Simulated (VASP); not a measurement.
# Be2SbP3 (P4/mmm) in VASP: a series of runs, part 2 of 2

VASP 6.6.1. The steps go on from the part before.

## Step 4: Relaxation of cell and atoms, PBE

This run uses another cell than the first one, of 20.93 Å³/atom.

INCAR

```
SYSTEM = Be2SbP3
ALGO = Fast
EDIFF = 1E-6
EDIFFG = -0.01
ENCUT = 600
GGA = PE
IBRION = 2
ISIF = 3
ISMEAR = 0
LASPH = .True.
LCHARG = .False.
LREAL = .False.
LWAVE = .False.
NELM = 60
NSW = 100
PREC = Accurate
SIGMA = 0.1
```

KPOINTS

```
k-points
0
Gamma
  8 8 8
  0 0 0
```

POSCAR

```
Be2SbP3
1.0
    5.1045259948      0.0000000000      0.0000000000
    0.0000000000      5.1045259948      0.0000000000
    0.0000000000      0.0000000000      4.8203101441
Be Sb P
2 1 3
Direct
    0.0000000000      0.5000000000      0.0000000000
    0.5000000000      0.0000000000      0.0000000000
    0.5000000000      0.5000000000      0.5000000000
    0.0000000000      0.5000000000      0.5000000000
    0.5000000000      0.0000000000      0.5000000000
    0.5000000000      0.5000000000      0.0000000000
```

Potentials or basis: VASP PAW PBE potentials, release 64 (Be, Sb, P).

Started as:

```bash
cat potpaw_PBE.64/Be/POTCAR potpaw_PBE.64/Sb/POTCAR potpaw_PBE.64/P/POTCAR > POTCAR
mpirun -np 1 vasp_std > vasp.out
```

OUTCAR:

```text
SYSTEM = Be2SbP3
   EDIFF = 1E-6
   EDIFFG = -0.01
   ENCUT = 600
   GGA = PE
   IBRION = 2
   ISIF = 3
   ISMEAR = 0
   LASPH = .True.
   LREAL = .False.
   NELM = 60
   NSW = 100
   PREC = Accurate

 ion  position               nearest neighbor table
   1  0.000  0.500  0.000-   4 2.41   4 2.41   6 2.55   6 2.55
   2  0.500  0.000  0.000-   5 2.41   5 2.41   6 2.55   6 2.55
   3  0.500  0.500  0.500-   6 2.41   6 2.41   4 2.55   5 2.55   5 2.55   4 2.55
   4  0.000  0.500  0.500-   1 2.41   1 2.41   3 2.55   3 2.55
   5  0.500  0.000  0.500-   2 2.41   2 2.41   3 2.55   3 2.55
   6  0.500  0.500  0.000-   3 2.41   3 2.41   1 2.55   2 2.55   2 2.55   1 2.55

  LATTYP: Found a simple tetragonal cell.
 ALAT       =     5.1045259948
 C/A-ratio  =     0.9443208143

  Lattice vectors:

 A1 = (   5.1045259948,   0.0000000000,   0.0000000000)
 A2 = (   0.0000000000,   5.1045259948,   0.0000000000)
 A3 = (   0.0000000000,   0.0000000000,   4.8203101441)

Analysis of symmetry for initial positions (statically):
=====================================================================
 Subroutine PRICEL returns:
 Original cell was already a primitive cell.

 Routine SETGRP: Setting up the symmetry group for a
 simple tetragonal supercell.

 Subroutine GETGRP returns: Found 16 space group operations
 (whereof 16 operations were pure point group operations)
 out of a pool of 16 trial point group operations.

The static configuration has the point symmetry D_4h.

Analysis of symmetry for dynamics (positions and initial velocities):
=====================================================================
 Subroutine PRICEL returns:
 Original cell was already a primitive cell.

 Routine SETGRP: Setting up the symmetry group for a
 simple tetragonal supercell.

 Subroutine GETGRP returns: Found 16 space group operations
 (whereof 16 operations were pure point group operations)
 out of a pool of 16 trial point group operations.

[... 138 lines left out ...]
   LRPA    =     F    only Hartree local field effects (RPA)
 conjugate gradient relaxation of ions
 non-spin polarized calculation
 RMM-DIIS sequential band-by-band and
 Gauss-broadening in eV      SIGMA  =   0.10
  energy-cutoff  :      600.00
  volume of cell :      125.60
 maximum number of plane-waves:      4252
 NGX is ok and might be reduce to    42
   NGX = 21   NGY = 21   NGZ = 19

--------------------------------------- Ionic step        1  -------------------------------------------

 number of electron      24.0000001 magnetization

 Free energy of the ion-electron system (eV)
  ---------------------------------------------------
  ext. energy  EPLUGINS =         0.00000000
  ---------------------------------------------------
  free energy    TOTEN  =       -23.46302985 eV

  energy without entropy =      -23.44663507  energy(sigma->0) =      -23.45483246

------------------------ aborting loop because EDIFF is reached ----------------------------------------

  FORCE on cell =-STRESS in cart. coord.  units (eV):
  Direction    XX          YY          ZZ          XY          YZ          ZX
  --------------------------------------------------------------------------------------
  -------------------------------------------------------------------------------------
  Total       -0.2221549     -0.2221549      2.1389086      0.0000000      0.0000000      0.0000000
  in kB       -2.8338748     -2.8338748     27.2845615      0.0000000      0.0000000      0.0000000
  external PRESSURE =       7.2056040 kB  Pullay stress =       0.0000000 kB
[... 107 lines left out ...]
--------------------------------------- Ionic step        4  -------------------------------------------

 number of electron      24.0000001 magnetization

 Free energy of the ion-electron system (eV)
  ---------------------------------------------------
  ext. energy  EPLUGINS =         0.00000000
  ---------------------------------------------------
  free energy    TOTEN  =       -23.47523046 eV

  energy without entropy =      -23.45883639  energy(sigma->0) =      -23.46703342

 E-fermi :   4.4343     XC(G=0):  -8.9218

 val. band max:        4.4260784653   @ k =   0.5000   0.2500   0.3750
 cond. band min:       4.4348520866   @ k =   0.3750   0.1250   0.5000
 fundamental gap:      0.0087736213
 Fermi energy:         4.4343043050

 k-point     1 :       0.0000    0.0000    0.0000
  band No.  band energies     occupation
      1      -9.2361      2.00000
      2      -4.7172      2.00000
      3      -4.5506      2.00000
      4      -1.8859      2.00000
      5      -1.5371      2.00000
      6      -1.5371      2.00000
[... 433 lines left out ...]
      3      -4.9549      2.00000
      4      -3.1075      2.00000
      5      -0.7228      2.00000
      6      -0.1613      2.00000
[... 8 lines left out ...]
     15       6.3529      0.00000
     16       7.2836      0.00000

 [... further k-points ...]

------------------------ aborting loop because EDIFF is reached ----------------------------------------

  FORCE on cell =-STRESS in cart. coord.  units (eV):
  Direction    XX          YY          ZZ          XY          YZ          ZX
  --------------------------------------------------------------------------------------
  -------------------------------------------------------------------------------------
  Total       -0.0070248     -0.0070248      0.0018085      0.0000000      0.0000000      0.0000000
  in kB       -0.0890967     -0.0890967      0.0229377      0.0000000      0.0000000      0.0000000
  external PRESSURE =      -0.0517519 kB  Pullay stress =       0.0000000 kB
[... 21 lines left out ...]
  FREE ENERGIE OF THE ION-ELECTRON SYSTEM (eV)
  ---------------------------------------------------
  free  energy   TOTEN  =       -23.4752304555 eV

  energy  without entropy=      -23.4588363863  energy(sigma->0) =      -23.46703342

 reached required accuracy - stopping structural energy minimisation
```

OSZICAR:

```text
N       E                     dE             d eps       ncg     rms          rms(c)
DAV:   1     0.111631858759E+03    0.11163E+03   -0.10140E+04  2400   0.138E+03
[... 37 lines left out ...]
       N       E                     dE             d eps       ncg     rms          rms(c)
DAV:   1    -0.234758187366E+02   -0.88655E-03   -0.16024E-02  2944   0.676E-01    0.117E-01
RMM:   2    -0.234753177794E+02    0.50096E-03   -0.10491E-03  2402   0.185E-01    0.574E-02
RMM:   3    -0.234752316638E+02    0.86116E-04   -0.58413E-04  2421   0.116E-01    0.158E-02
RMM:   4    -0.234752306656E+02    0.99820E-06   -0.71411E-05  2527   0.559E-02    0.119E-02
RMM:   5    -0.234752303351E+02    0.33054E-06   -0.17646E-05  2420   0.286E-02    0.479E-03
RMM:   6    -0.234752304555E+02   -0.12044E-06   -0.42964E-06  1858   0.138E-02
   4 F= -.23475230E+02 E0= -.23467033E+02  d E =-.297568E-03
```

CONTCAR:

```text
Be2SbP3
   1.00000000000000
     5.0912018341956946    0.0000000000000000    0.0000000000000000
     0.0000000000000000    5.0912018341956946    0.0000000000000000
     0.0000000000000000    0.0000000000000000    4.8735482941748964
  Be              Sb              P
     2     1     3
Direct
     0.0000000000000000    0.5000000000000000    0.0000000000000000
     0.5000000000000000    1.0000000000000000    0.0000000000000000
     0.5000000000000000    0.5000000000000000    0.5000000000000000
     0.0000000000000000    0.5000000000000000    0.5000000000000000
     0.5000000000000000    1.0000000000000000    0.5000000000000000
     0.5000000000000000    0.5000000000000000    0.0000000000000000

  0.00000000E+00  0.00000000E+00  0.00000000E+00
  0.00000000E+00  0.00000000E+00  0.00000000E+00
  0.00000000E+00  0.00000000E+00  0.00000000E+00
  0.00000000E+00  0.00000000E+00  0.00000000E+00
  0.00000000E+00  0.00000000E+00  0.00000000E+00
  0.00000000E+00  0.00000000E+00  0.00000000E+00
```

Wall time 10 min (1 thread of Oxide Virtual Turin-like, shared host); peak memory 0.37 GiB.

Results:

```
Free energy                           : -23.4752 eV
Relaxed volume                        : 21.05 Å³/atom
Relaxed cell                          : a = 5.091 Å, b = 5.091 Å, c = 4.874 Å, α = 90.00°, β = 90.00°, γ = 90.00°
Space group after relaxing (to 0.1 Å) : P4/mmm (No. 123)
Energy gained by relaxing             : 2.0 meV/atom
Ionic steps                           : 4
Pressure after relaxing               : 0.0 GPa
Band gap on the k mesh                : zero (bands 12 and 13 overlap by 1.63 eV)
```

The path:
```csv
step,energy change (eV),largest force (eV/Å),pressure (GPa),volume (Å³)
1,0.0000,0.0000,0.72,125.60
2,-0.0085,0.0000,-0.63,127.30
3,-0.0119,0.0000,-0.18,126.70
4,-0.0122,0.0000,-0.01,126.32
```

Final structure:
```
Be Sb P
1.0
     5.09120    0.00000    0.00000
     0.00000    5.09120    0.00000
     0.00000    0.00000    4.87355
Be Sb P
2 1 3
Direct
  0.00000 0.50000 0.00000
  0.50000 0.00000 0.00000
  0.50000 0.50000 0.50000
  0.00000 0.50000 0.50000
  0.50000 0.00000 0.50000
  0.50000 0.50000 0.00000
```

Levels at points of the mesh, in eV from the Fermi level:
| k point | band 10 | band 11 | band 12 | band 13 | band 14 | band 15 |
| --- | --- | --- | --- | --- | --- | --- |
| (0.00, 0.00, 0.00) | -1.63 | -1.59 | -0.34 | -0.34 | 0.98 | 1.05 |
| (0.50, 0.00, 0.00) | -1.49 | -1.39 | -1.27 | 0.20 | 0.99 | 1.41 |
| (0.50, 0.50, 0.00) | -2.95 | -0.78 | 0.88 | 0.88 | 1.08 | 1.59 |
| (0.00, 0.00, 0.50) | -3.24 | 0.03 | 0.03 | 0.80 | 1.08 | 3.33 |
| (0.50, 0.00, 0.50) | -0.92 | -0.44 | 0.52 | 1.44 | 1.79 | 1.92 |
| (0.50, 0.50, 0.50) | -0.22 | 0.66 | 0.66 | 1.17 | 1.17 | 1.37 |

Caveat: spin-orbit coupling is left out, which moves the levels of the heavy elements.

## Step 5: The runs side by side

```tsv
task	cell	k mesh	cutoff (eV)	gap on the mesh (eV)	pressure (GPa)	relaxed volume (Å³/atom)
relaxation of cell and atoms	relaxed from a = 4.140, b = 4.140, c = 3.909 Å, 6 atoms	4 × 4 × 4	600	none	-0.1	21.02
single point	a = 5.087, b = 5.087, c = 4.869 Å, 6 atoms	8 × 8 × 8	520	none	0.2	-
relaxation of cell and atoms	relaxed from a = 5.105, b = 5.105, c = 4.820 Å, 6 atoms	8 × 8 × 8	600	none	0.0	21.05
```

Alike in all rows: level PBE; potentials or basis VASP PAW PBE potentials, release 64 (Be, Sb, P); no spin polarisation; smearing gaussian 0.1 eV.

Caveats: some runs use coarse meshes; spin-orbit coupling is left out, which moves the levels of the heavy elements; the volume moved by over 15 % at a fixed basis, so the end points are rough (at least some runs).

Total energies depend on the potentials used, so only differences within one code and one set of settings carry meaning.

The gap in the log of VASP goes by the Fermi energy; the results here count the filled bands.